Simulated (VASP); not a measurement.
# NaH (I4/mmm) in VASP: a series of runs, part 2 of 2

VASP 6.6.1. The steps go on from the part before.

## Step 3: Single point, PBE (strain +0.000 along x and y, -0.050 along z)

INCAR

```
  PREC = Accurate
  ENCUT = 520
  EDIFF = 1E-7
  ISMEAR = 0
  SIGMA = 0.05
  LREAL = F
  LASPH = T
  NELM = 80
  ALGO = Normal
  ISIF = 2
  LWAVE = F
  LCHARG = T
  GGA = PE
  LELF = T
  LVHAR = T
  NBANDS = 11
```

KPOINTS

```
regular mesh
0
Gamma
  8 8 8
```

POSCAR

```
NaH
1.0
    0.0000000000      2.4400000000      2.3180000000
    2.4400000000      0.0000000000      2.3180000000
    2.4400000000      2.4400000000      0.0000000000
Na H
1 1
Direct
    0.0000000000      0.0000000000      0.0000000000
    0.5000000000      0.5000000000      0.5000000000
```

Potentials or basis: VASP PAW PBE potentials, release 64 (Na_pv, H).

On the command line:

```bash
$ cat potpaw_PBE.64/Na_pv/POTCAR potpaw_PBE.64/H/POTCAR > POTCAR
$ mpirun -np 1 vasp_std > vasp.out
```

OUTCAR:

```text
PREC = Accurate
   ENCUT = 520
   EDIFF = 1E-7
   ISMEAR = 0
   LREAL = F
   LASPH = T
   NELM = 80
   ISIF = 2
   GGA = PE

 ion  position               nearest neighbor table
   1  0.000  0.000  0.000-
   2  0.500  0.500  0.500-

  LATTYP: Found a body centered tetragonal cell.
 ALAT       =     3.4506810922
 C/A-ratio  =     1.3435028843

  Lattice vectors:

 A1 = (   0.0000000000,  -2.4400000000,  -2.3180000000)
 A2 = (   0.0000000000,   2.4400000000,  -2.3180000000)
 A3 = (   2.4400000000,   0.0000000000,   2.3180000000)

Analysis of symmetry for initial positions (statically):
=====================================================================
 Subroutine PRICEL returns:
 Original cell was already a primitive cell.

 Routine SETGRP: Setting up the symmetry group for a
 body centered tetragonal supercell.

 Subroutine GETGRP returns: Found 16 space group operations
 (whereof 16 operations were pure point group operations)
 out of a pool of 16 trial point group operations.

The static configuration has the point symmetry D_4h.

Analysis of symmetry for dynamics (positions and initial velocities):
=====================================================================
 Subroutine PRICEL returns:
 Original cell was already a primitive cell.

 Routine SETGRP: Setting up the symmetry group for a
 body centered tetragonal supercell.

 Subroutine GETGRP returns: Found 16 space group operations
 (whereof 16 operations were pure point group operations)
 out of a pool of 16 trial point group operations.

The dynamic configuration has the point symmetry D_4h.

 Subroutine INISYM returns: Found 16 space group operations
 (whereof 16 operations are pure point group operations),
 and found     1 'primitive' translations

----------------------------------------------------------------------------------------
[... 118 lines left out ...]
   GGA     = PE    functional components
   LHFCALC =     F    Hartree Fock is set to
   AEXX    =    0.0000 exact exchange contribution
   IVDW    =     0    specifies the selected vdW correction
   LEPSILON=     F    determine dielectric tensor
   LRPA    =     F    only Hartree local field effects (RPA)
 non-spin polarized calculation
 Gauss-broadening in eV      SIGMA  =   0.05
  energy-cutoff  :      520.00
  volume of cell :       27.60
 maximum number of plane-waves:       772
 NGX is ok and might be reduce to    28
   NGX = 13   NGY = 13   NGZ = 13

 number of electron       7.9999996 magnetization

 Free energy of the ion-electron system (eV)
  ---------------------------------------------------
  ext. energy  EPLUGINS =         0.00000000
  ---------------------------------------------------
  free energy    TOTEN  =        -5.08107551 eV

  energy without entropy =       -5.08107551  energy(sigma->0) =       -5.08107551

 E-fermi :  -0.7711     XC(G=0):  -7.8410

 val. band max:       -1.0187354886   @ k =  -0.3750   0.5000   0.1250
 cond. band min:       2.7623513908   @ k =   0.5000  -0.0000   0.0000
 fundamental gap:      3.7810868794
 Fermi energy:        -0.7710821862

 k-point     1 :       0.0000    0.0000    0.0000
  band No.  band energies     occupation
      1     -23.1091      2.00000
      2     -23.1091      2.00000
      3     -23.0913      2.00000
      4      -4.7218      2.00000
      5       9.5302      0.00000
      6      14.6619      0.00000
      7      14.6619      0.00000
      8      14.9215      0.00000
      9      15.6281      0.00000
     10      15.6281      0.00000
     11      15.6939      0.00000
[... 309 lines left out ...]
 k-point    24 :       0.3750   -0.0000    0.1250
  band No.  band energies     occupation
      1     -23.1781      2.00000
      2     -23.1249      2.00000
      3     -23.1086      2.00000
      4      -2.7947      2.00000
      5       4.7745      0.00000
      6       8.9251      0.00000
      7      11.7805      0.00000
      8      13.4072      0.00000
      9      15.1996      0.00000
     10      18.0459      0.00000
     11      18.5384      0.00000

 [... further k-points ...]

------------------------ aborting loop because EDIFF is reached ----------------------------------------

  FORCE on cell =-STRESS in cart. coord.  units (eV):
  Direction    XX          YY          ZZ          XY          YZ          ZX
  --------------------------------------------------------------------------------------
  -------------------------------------------------------------------------------------
  Total       -0.0046648     -0.0046648      0.3193709      0.0000000      0.0000000     -0.0000000
  in kB       -0.2707826     -0.2707826     18.5388526      0.0000000      0.0000000     -0.0000000
  external PRESSURE =       5.9990958 kB  Pullay stress =       0.0000000 kB

 VOLUME and BASIS-vectors are now :
 -----------------------------------------------------------------------------
  energy-cutoff  :      520.00
  volume of cell :       27.60
      direct lattice vectors                 reciprocal lattice vectors
     0.000000000  2.440000000  2.318000000    -0.204918033  0.204918033  0.215703192
     2.440000000  0.000000000  2.318000000     0.204918033 -0.204918033  0.215703192
     2.440000000  2.440000000  0.000000000     0.204918033  0.204918033 -0.215703192

 POSITION                                       TOTAL-FORCE (eV/Angst)
 -----------------------------------------------------------------------------------
      0.00000      0.00000      0.00000         0.000000      0.000000     -0.000000
      2.44000      2.44000      2.31800         0.000000      0.000000      0.000000
 -----------------------------------------------------------------------------------
    total drift:                               -0.000000     -0.000000     -0.000000

  FREE ENERGIE OF THE ION-ELECTRON SYSTEM (eV)
  ---------------------------------------------------
  free  energy   TOTEN  =        -5.0810755073 eV

  energy  without entropy=       -5.0810755073  energy(sigma->0) =       -5.08107551
```

Run time: 12 s. Hardware: 1 thread of Intel Xeon 6975P-C, shared host; peak memory 0.16 GiB.

What came out:

```yaml
Free_energy: -5.0811 eV
Pressure: 0.6 GPa
Band_gap_on_the_k_mesh: 3.78 eV, indirect (least direct gap 4.67 eV)
```

Caveat: the cell differs from its parent crystal (strain +0.000 along x and y, -0.050 along z).
